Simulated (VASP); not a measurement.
Crystal: WS2.

```xyz
6
Lattice="3.2115 0.0000 0.0000 -1.6057 2.7812 0.0000 0.0000 0.0000 12.6238" Properties=species:S:1:pos:R:3 pbc="T T T"
W     1.6057    0.9271    9.4678
W     0.0000    1.8542    3.1559
S     1.6057    0.9271    4.7339
S     0.0000    1.8542   11.0458
S     1.6057    0.9271    1.5780
S     0.0000    1.8542    7.8899
```

```yaml
Program: VASP 6.6.1
Task: relaxation of cell and atoms
Functional: r2SCAN
Potentials_or_basis: VASP PAW PBE potentials, release 64 (W_sv, S)
Cutoff: 690 eV
k_mesh: 10 × 10 × 3
Occupations: gaussian, width 0.03 eV
Spin: no spin polarisation
```

At the start: pressure -4.2 GPa; volume 18.79 Å³/atom.

Task: How do energy, volume and symmetry change on relaxing?

Result: Over 18 steps the energy falls by 9.9 meV/atom and the volume is 19.09 Å³/atom (+1.6 %); space group P6_3/mmc (No. 194, to 0.1 Å) before and after.

Step by step:
```csv
step,energy change (eV),largest force (eV/Å),pressure (GPa),volume (Å³)
1,0.0000,0.5988,-4.16,112.75
2,0.1942,1.3929,11.58,104.98
3,-0.0430,0.0577,0.00,110.34
4,-0.0430,0.0461,0.09,110.29
5,-0.0456,0.0832,0.19,110.35
6,-0.0465,0.1181,0.30,110.40
7,-0.0485,0.1068,0.26,110.70
8,-0.0534,0.0739,0.16,111.62
9,-0.0584,0.0059,0.03,113.47
10,-0.0589,0.0203,0.00,114.21
11,-0.0590,0.0273,-0.01,114.38
12,-0.0588,0.0644,-0.27,114.85
13,-0.0592,0.0127,-0.12,114.59
14,-0.0589,0.0325,0.39,114.36
15,-0.0593,0.0014,0.00,114.53
16,-0.0596,0.0022,0.00,114.53
17,-0.0596,0.0004,0.01,114.54
18,-0.0596,0.0014,0.00,114.54
```

Final structure:
```
W S
1.0
     3.18364    0.00000    0.00000
    -1.59182    2.75711    0.00000
     0.00000    0.00000   13.04882
W S
2 4
Cartesian
  1.5918 0.9190 9.7866
  0.0000 1.8381 3.2622
  1.5918 0.9190 4.8219
  0.0000 1.8381 11.3463
  1.5918 0.9190 1.7025
  0.0000 1.8381 8.2269
```

Where two steps share one volume, the run began anew on that cell with a basis built for it.

Caveat: the PAW data sets were made with another functional, which shifts forces and pressure a little.
